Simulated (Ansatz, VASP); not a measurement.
**MgO in VASP and in Ansatz**

The input INCAR:

```
SYSTEM = MgO
PREC = Accurate ; ENCUT = 750
EDIFF = 1E-7 ; ISMEAR = 0
SIGMA = 0.01 ; LREAL = .False.
LASPH = .True. ; NELM = 120
ALGO = Normal ; ISIF = 3
LWAVE = .False. ; LCHARG = .False.
GGA = CA ; IBRION = 2
NSW = 80 ; EDIFFG = -0.01
GGA_COMPAT = .False. ; NELMIN = 4
```

KPOINTS

```
regular mesh
0
Gamma
  8 8 8
  0 0 0
```

POSCAR

```
MgO
1.0
    0.0000000000      2.1085000000      2.1085000000
    2.1085000000      0.0000000000      2.1085000000
    2.1085000000      2.1085000000      0.0000000000
Mg O
1 1
Direct
    0.0000000000      0.0000000000      0.0000000000
    0.5000000000      0.5000000000      0.5000000000
```

Input for Ansatz:

```yaml
crystal:
  lattice:
    - [0.0, 2.1085, 2.1085]
    - [2.1085, 0.0, 2.1085]
    - [2.1085, 2.1085, 0.0]
  atoms:
    - { symbol: Mg, position: [0.0, 0.0, 0.0] }
    - { symbol: O, position: [0.5, 0.5, 0.5] }
kpoints:
  mp_grid:
    grid: [8, 8, 8]
hamiltonian:
  xc: lda
  dispersion: none
scf:
  occupations:
    method: fixed
relax:
  f_tol: 0.01
  cell: {}
```

Alike in both runs: task relaxation of cell and atoms; functional LDA; k mesh 8 × 8 × 8; no spin polarisation.

|  | VASP | Ansatz |
| --- | --- | --- |
| version | VASP 6.6.1 | Ansatz 0.2.0 |
| potentials or method | VASP PAW LDA potentials, release 64 (Mg_sv, O) | plane waves, PAW |
| plane-wave cutoff (eV) | 750 | 420 |
| occupations | gaussian, width 0.01 eV | fixed |
| valence electrons in the cell | 16 | 16 |

```csv
,VASP,Ansatz,Ansatz less VASP
relaxed volume (Å³/atom),9.01,8.99,-0.011
relaxed cell length with the largest relative difference (Å),2.942,2.941,-0.0012
```

LDA's correlation is that of Perdew and Zunger in VASP and of Perdew and Wang (1992) in Ansatz.
